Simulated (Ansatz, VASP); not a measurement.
## Cd: VASP beside Ansatz

INCAR

```
SYSTEM = Cd
PREC = Accurate
ENCUT = 520
EDIFF = 1E-8
ISMEAR = -1
SIGMA = 0.03
LREAL = .FALSE.
LASPH = .TRUE.
NELM = 60
ALGO = Normal
ISIF = 2
LWAVE = .FALSE.
LCHARG = .FALSE.
GGA = PE
LEFG = .TRUE.
NBANDS = 12
```

File KPOINTS:

```
regular mesh
0
G
  14 14 14
  0 0 0
```

POSCAR

```
Cd
1.0
    0.0000000000      2.2936440592      2.2936440592
    2.2936440592      0.0000000000      2.2936440592
    2.2936440592      2.2936440592      0.0000000000
Cd
1
Direct
    0.0000000000      0.0000000000      0.0000000000
```

Input for Ansatz:

```yaml
crystal:
  lattice:
    - [0.0, 2.2936440592, 2.2936440592]
    - [2.2936440592, 0.0, 2.2936440592]
    - [2.2936440592, 2.2936440592, 0.0]
  atoms:
    - { symbol: Cd, position: [0.0, 0.0, 0.0] }
kpoints:
  mp_grid: { grid: [14, 14, 14] }
scf:
  occupations: { method: fermi_dirac, width: 0.03 }
hamiltonian:
  xc: pbe
  pseudopotentials: { kind: all_electron, datasets: crystal }
output:
  forces: true
  stress: true
  eigenvalues: true
  efg: { contact_densities: true }
```

Change from the starting cell: volume scaled by 1.06, crystal datasets.

Alike in both runs: task electric field gradients; functional PBE; k mesh 14 × 14 × 14; occupations fermi-dirac, width 0.03 eV; no spin polarisation.

```csv
,VASP,Ansatz
version,VASP 6.6.1,Ansatz 0.2.0
potentials or method,"VASP PAW PBE potentials, release 64 (Cd), cutoff 520 eV","all-electron PAW with datasets made for the crystal, scalar-relativistic"
```

```csv
,VASP,Ansatz,Ansatz less VASP
pressure (GPa),-2.0,-2.1,-0.18
```

Ansatz ran all-electron here, and VASP with PAW potentials.
